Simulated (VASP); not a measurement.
# SrB2 (P6/mmm) in VASP: single point with PBE

Aim: the single point of SrB2 with PBE.

Program: VASP 6.6.1. These are calculated values, not measurements. Logs are shortened: lines on timing, memory, paths and dates and some standing lists are left out, and cuts for length are marked.

### 1 The cell of the first run

Symmetry: P6/mmm, No. 191, hexagonal system. Conventional cell: a = 3.306 Å, b = 3.306 Å, c = 4.405 Å, α = 90.00°, β = 90.00°, γ = 120.00°. Sr (site symmetry 6/mmm) has 12 B at 2.91 Å and 6 Sr at 3.31 Å within 3.8 Å. Within 2.5 Å of B (site symmetry -6m2) lie 3 B at 1.91 Å.

### 2 Single point, PBE

INCAR reads:

```
ALGO     = Normal         # electronic algorithm
EDIFF    = 1E-7           # SCF threshold, eV
ENCUT    = 520            # plane-wave cutoff, eV
GGA      = PE             # functional
ISIF     = 2              # what is computed and relaxed
ISMEAR   = 0              # smearing method
LASPH    = True           # aspherical terms in the spheres
LCHARG   = False          # write CHGCAR
LREAL    = False          # projectors in reciprocal space
LWAVE    = False          # write WAVECAR
NBANDS   = 15             # bands
NELM     = 100            # most SCF steps
PREC     = Accurate       # precision mode
SIGMA    = 0.1            # smearing width, eV
```

KPOINTS reads:

```
k-points
0
Gamma
  6 6 6
```

POSCAR reads:

```
SrB2
1.0
    3.3059587657      0.0000000000      0.0000000000
   -1.6529793828      2.8630442749      0.0000000000
    0.0000000000      0.0000000000      4.4046549603
Sr B
1 2
Direct
    0.0000000000      0.0000000000      0.0000000000
    0.6666666667      0.3333333333      0.5000002047
    0.3333333333      0.6666666667      0.4999997953
```

Potentials or basis: VASP PAW PBE potentials, release 64 (Sr_sv, B).

On the command line:

```console
$ cat potpaw_PBE.64/Sr_sv/POTCAR potpaw_PBE.64/B/POTCAR > POTCAR
$ mpirun -np 1 vasp_std > vasp.out
```

OUTCAR:

```text
EDIFF = 1E-7
   ENCUT = 520
   GGA = PE
   ISIF = 2
   ISMEAR = 0
   LASPH = True
   LREAL = False
   NELM = 100
   PREC = Accurate

 ion  position               nearest neighbor table
   1  0.000  0.000  0.000-   2 2.91   3 2.91   3 2.91   2 2.91   2 2.91   3 2.91   2 2.91   3 2.91
                             3 2.91   2 2.91   2 2.91   3 2.91
   2  0.667  0.333  0.500-   3 1.91   3 1.91   3 1.91   1 2.91   1 2.91   1 2.91   1 2.91   1 2.91
                             1 2.91
   3  0.333  0.667  0.500-   2 1.91   2 1.91   2 1.91   1 2.91   1 2.91   1 2.91   1 2.91   1 2.91
                             1 2.91

  LATTYP: Found a hexagonal cell.
 ALAT       =     3.3059587657
 C/A-ratio  =     1.3323381423

  Lattice vectors:

 A1 = (   3.3059587657,   0.0000000000,   0.0000000000)
 A2 = (  -1.6529793828,   2.8630442749,   0.0000000000)
 A3 = (   0.0000000000,   0.0000000000,   4.4046549603)

Analysis of symmetry for initial positions (statically):
=====================================================================
 Subroutine PRICEL returns:
 Original cell was already a primitive cell.

 Routine SETGRP: Setting up the symmetry group for a
 hexagonal supercell.

 Subroutine GETGRP returns: Found 24 space group operations
 (whereof 24 operations were pure point group operations)
 out of a pool of 24 trial point group operations.

The static configuration has the point symmetry D_6h.

Analysis of symmetry for dynamics (positions and initial velocities):
=====================================================================
 Subroutine PRICEL returns:
 Original cell was already a primitive cell.

 Routine SETGRP: Setting up the symmetry group for a
 hexagonal supercell.

 Subroutine GETGRP returns: Found 24 space group operations
 (whereof 24 operations were pure point group operations)
 out of a pool of 24 trial point group operations.

The dynamic configuration has the point symmetry D_6h.

 Subroutine INISYM returns: Found 24 space group operations
 (whereof 24 operations are pure point group operations),
 and found     1 'primitive' translations

----------------------------------------------------------------------------------------

                                     Primitive cell

  volume of cell :      41.6905

  direct lattice vectors                    reciprocal lattice vectors
     3.305958766  0.000000000  0.000000000     0.302484112  0.174639283  0.000000000
    -1.652979383  2.863044275  0.000000000     0.000000000  0.349278566  0.000000000
     0.000000000  0.000000000  4.404654960     0.000000000  0.000000000  0.227032539

  length of vectors
     3.305958766  3.305958766  4.404654960     0.349278566  0.349278566  0.227032539

  position of ions in fractional coordinates (direct lattice)
     0.000000000  0.000000000  0.000000000
     0.666666667  0.333333333  0.500000205
     0.333333333  0.666666667  0.499999795

  ion indices of the primitive-cell ions
   primitive index   ion index
                 1           1
                 2           2
                 3           3

----------------------------------------------------------------------------------------

 KPOINTS: k-points

Automatic generation of k-mesh.
 Grid dimensions read from file:
 generate k-points for:    6    6    6

 Generating k-lattice:

  Cartesian coordinates                     Fractional coordinates (reciprocal lattice)
     0.050414019  0.029106547  0.000000000     0.166666667  0.000000000  0.000000000
     0.000000000  0.058213094  0.000000000     0.000000000  0.166666667  0.000000000
     0.000000000  0.000000000  0.037838757     0.000000000  0.000000000  0.166666667

  Length of vectors
     0.058213094  0.058213094  0.037838757

  Shift w.r.t. Gamma in fractional coordinates (k-lattice)
     0.000000000  0.000000000  0.000000000

 Subroutine IBZKPT returns following result:
 ===========================================

 Found     28 irreducible k-points:

 Following reciprocal coordinates:
            Coordinates               Weight
  0.000000  0.000000  0.000000      1.000000
  0.166667 -0.000000  0.000000      6.000000
  0.333333  0.000000  0.000000      6.000000
  0.500000  0.000000  0.000000      3.000000
  0.166667  0.166667  0.000000      6.000000
  0.333333  0.166667  0.000000     12.000000
[... 16 lines left out ...]
  0.166667 -0.000000  0.500000      6.000000
  0.333333  0.000000  0.500000      6.000000
 [... further k-points ...]
   k-points           NKPTS =     28   k-points in BZ     NKDIM =     28   number of bands    NBANDS=     15
   number of dos      NEDOS =    301   number of ions     NIONS =      3
   total plane-waves  NPLWV =  28224
   dimension x,y,z NGX =    28 NGY =   28 NGZ =   36
   dimension x,y,z NGXF=    56 NGYF=   56 NGZF=   72
   ions per type =               1   2
   NGX,Y,Z   is equivalent  to a cutoff of  14.08, 14.08, 13.59 a.u.
   NGXF,Y,Z  is equivalent  to a cutoff of  28.16, 28.16, 27.18 a.u.
 SYSTEM =  unknown system
   PREC   = accura    normal or accurate (medium, high low for compatibility)
   ISTART =      0    job   : 0-new  1-cont  2-samecut
   ICHARG =      2    charge: 1-file 2-atom 10-const
   ISPIN  =      1    spin polarized calculation?
   LNONCOLLINEAR =      F non collinear calculations
   LSORBIT =      F    spin-orbit coupling
   LASPH  =      T    aspherical Exc in radial PAW
   ENCUT  =  520.0 eV  38.22 Ry    6.18 a.u.   6.15  6.15  8.19*2*pi/ulx,y,z
   NELM   =    100;   NELMIN=  2; NELMDL= -5     # of ELM steps
   EDIFF  = 0.1E-06   stopping-criterion for ELM
   LREAL  =      F    real-space projection
   EDIFFG = 0.1E-05   stopping-criterion for IOM
   NSW    =      0    number of steps for IOM
   IBRION =     -1    ionic relax: 0-MD 1-quasi-New 2-CG
   NFREE  =      0    steps in history (QN), initial steepest desc. (CG)
   ISIF   =      2    stress and relaxation
   ISYM   =      2    0-nonsym 1-usesym 2-fastsym
   POTIM  = 0.5000    time-step for ionic-motion
   TEBEG  =    0.0;   TEEND  =   0.0 temperature during run
   PSTRESS=    0.0 pullay stress
   NELECT =      16.0000    total number of electrons
   NUPDOWN=      -1.0000    fix difference up-down
   EMIN   =  10.00;   EMAX   =-10.00  energy-range for DOS
   EFERMI =   0.00;   METHOD = LEGACY
   ISMEAR =     0;   SIGMA  =   0.10  broadening in eV -4-tet -1-fermi 0-gaus
   EFERMI_NEDOS =   21; number of points for ismear=-14 and -15
   IALGO  =     38    algorithm
   IMIX   =      4    mixing-type and parameters
     AMIX     =   0.40;   BMIX     =  1.00
     AMIX_MAG =   1.60;   BMIX_MAG =  1.00
  volume/ion in A,a.u.               =      13.90        93.78
  Fermi-wavevector in a.u.,A,eV,Ry     =   1.189695  2.248198 19.257340  1.415375
  Thomas-Fermi vector in A             =   2.325797
   LORBIT       =      0    0 simple, 1 ext, 2 COOP (PROOUT), +10 PAW based schemes
   GGA     = PE    functional components
   LHFCALC =     F    Hartree Fock is set to
   AEXX    =    0.0000 exact exchange contribution
   IVDW    =     0    specifies the selected vdW correction
   LEPSILON=     F    determine dielectric tensor
   LRPA    =     F    only Hartree local field effects (RPA)
 non-spin polarized calculation
 Gauss-broadening in eV      SIGMA  =   0.10
  energy-cutoff  :      520.00
  volume of cell :       41.69
 maximum number of plane-waves:      1140
 NGX is ok and might be reduce to    28
   NGX = 13   NGY = 13   NGZ = 17

 number of electron      16.0000000 magnetization

 Free energy of the ion-electron system (eV)
  ---------------------------------------------------
  ext. energy  EPLUGINS =         0.00000000
  ---------------------------------------------------
  free energy    TOTEN  =       -14.49995080 eV

  energy without entropy =      -14.49057086  energy(sigma->0) =      -14.49526083

 E-fermi :   4.3809     XC(G=0): -10.6393

 val. band max:        4.3677824166   @ k =   0.3333   0.3333   0.3333
 cond. band min:       4.4643096539   @ k =   0.5000   0.0000   0.5000
 fundamental gap:      0.0965272373
 Fermi energy:         4.3808967392

 k-point     1 :       0.0000    0.0000    0.0000
  band No.  band energies     occupation
      1     -30.4535      2.00000
      2     -12.4579      2.00000
      3     -11.8933      2.00000
      4     -11.8933      2.00000
      5      -5.6225      2.00000
      6       2.9281      2.00000
      7       4.2243      1.97326
      8       4.7074      0.00000
      9       4.7074      0.00000
     10       9.6460      0.00000
     11       9.6460      0.00000
     12      10.2971      0.00000
     13      11.1566      0.00000
     14      11.1566      0.00000
     15      11.8044      0.00000

 k-point     2 :       0.1667   -0.0000    0.0000
  band No.  band energies     occupation
      1     -30.3959      2.00000
      2     -12.3665      2.00000
      3     -12.3547      2.00000
      4     -11.9867      2.00000
      5      -5.1280      2.00000
      6       2.7840      2.00000
      7       3.0823      2.00000
      8       4.3209      1.60358
      9       5.0216      0.00000
     10       8.3080      0.00000
     11       9.9708      0.00000
     12      10.2908      0.00000
     13      10.9164      0.00000
     14      11.2768      0.00000
     15      12.3671      0.00000

 k-point     3 :       0.3333    0.0000    0.0000
  band No.  band energies     occupation
      1     -30.2777      2.00000
      2     -13.1650      2.00000
      3     -12.1765      2.00000
      4     -12.1663      2.00000
      5      -3.8393      2.00000
      6       0.4687      2.00000
      7       2.5376      2.00000
      8       3.6279      2.00000
      9       5.1672      0.00000
     10       8.0108      0.00000
     11       9.2254      0.00000
     12      10.4246      0.00000
     13      10.4694      0.00000
     14      11.9194      0.00000
     15      13.7896      0.00000

 k-point     4 :       0.5000    0.0000    0.0000
  band No.  band energies     occupation
      1     -30.2171      2.00000
      2     -13.5307      2.00000
      3     -12.2528      2.00000
      4     -12.0776      2.00000
      5      -2.1244      2.00000
      6      -1.7338      2.00000
      7       2.4360      2.00000
      8       3.3261      2.00000
      9       4.7051      0.00000
     10       7.1184      0.00000
     11      10.1396      0.00000
     12      10.2000      0.00000
     13      11.6140      0.00000
     14      13.7537      0.00000
     15      14.2188      0.00000
[... 307 lines left out ...]
 k-point    22 :       0.0000    0.0000    0.5000
  band No.  band energies     occupation
      1     -30.4477      2.00000
      2     -12.7631      2.00000
      3     -11.8854      2.00000
      4     -11.8854      2.00000
      5      -4.2907      2.00000
      6       0.1265      2.00000
      7       5.1864      0.00000
      8       5.1864      0.00000
      9       6.7611      0.00000
     10       8.3819      0.00000
     11       8.3819      0.00000
     12       9.0209      0.00000
     13       9.0209      0.00000
     14      10.9654      0.00000
     15      11.1590      0.00000

 k-point    23 :       0.1667   -0.0000    0.5000
  band No.  band energies     occupation
      1     -30.3904      2.00000
      2     -12.6384      2.00000
      3     -12.3297      2.00000
      4     -11.9765      2.00000
      5      -4.1080      2.00000
      6       0.8647      2.00000
      7       3.2965      2.00000
      8       4.2656      1.89710
      9       6.5619      0.00000
     10       7.5657      0.00000
     11       9.0385      0.00000
     12       9.2480      0.00000
     13      10.4583      0.00000
     14      12.2289      0.00000
     15      12.5314      0.00000

 k-point    24 :       0.3333    0.0000    0.5000
  band No.  band energies     occupation
      1     -30.2729      2.00000
      2     -13.1235      2.00000
      3     -12.3747      2.00000
      4     -12.1519      2.00000
      5      -3.5510      2.00000
      6       0.6377      2.00000
      7       2.3722      2.00000
      8       3.1651      2.00000
      9       4.9147      0.00000
     10       9.0051      0.00000
     11       9.1765      0.00000
     12      11.4608      0.00000
     13      11.6085      0.00000
     14      12.2754      0.00000
     15      12.7982      0.00000

 [... further k-points ...]

------------------------ aborting loop because EDIFF is reached ----------------------------------------

  FORCE on cell =-STRESS in cart. coord.  units (eV):
  Direction    XX          YY          ZZ          XY          YZ          ZX
  --------------------------------------------------------------------------------------
  -------------------------------------------------------------------------------------
  Total        0.0783956      0.0783956      0.1473725      0.0000000     -0.0000000      0.0000000
  in kB        3.0127614      3.0127614      5.6635603      0.0000000     -0.0000000      0.0000000
  external PRESSURE =       3.8963611 kB  Pullay stress =       0.0000000 kB

 VOLUME and BASIS-vectors are now :
 -----------------------------------------------------------------------------
  energy-cutoff  :      520.00
  volume of cell :       41.69
      direct lattice vectors                 reciprocal lattice vectors
     3.305958766  0.000000000  0.000000000     0.302484112  0.174639283  0.000000000
    -1.652979383  2.863044275  0.000000000     0.000000000  0.349278566  0.000000000
     0.000000000  0.000000000  4.404654960     0.000000000  0.000000000  0.227032539

 POSITION                                       TOTAL-FORCE (eV/Angst)
 -----------------------------------------------------------------------------------
      0.00000      0.00000      0.00000        -0.000000      0.000000      0.000000
      1.65298      0.95435      2.20233         0.000000      0.000000      0.000000
     -0.00000      1.90870      2.20233        -0.000000      0.000000     -0.000000
 -----------------------------------------------------------------------------------
    total drift:                                0.000000     -0.000000     -0.000000

  FREE ENERGIE OF THE ION-ELECTRON SYSTEM (eV)
  ---------------------------------------------------
  free  energy   TOTEN  =       -14.4999507994 eV

  energy  without entropy=      -14.4905708592  energy(sigma->0) =      -14.49526083
```

It took 73 s on 1 thread of Intel Xeon 8259CL, shared host; peak memory 0.18 GiB.

What came out:

- Free energy: -14.5000 eV
- Pressure: 0.4 GPa
- Band gap on the k mesh: zero (bands 8 and 9 overlap by 1.34 eV)

Caveat: the k points lie up to 0.37 Å⁻¹ apart, too coarse for converged energies and pressures of a metal.
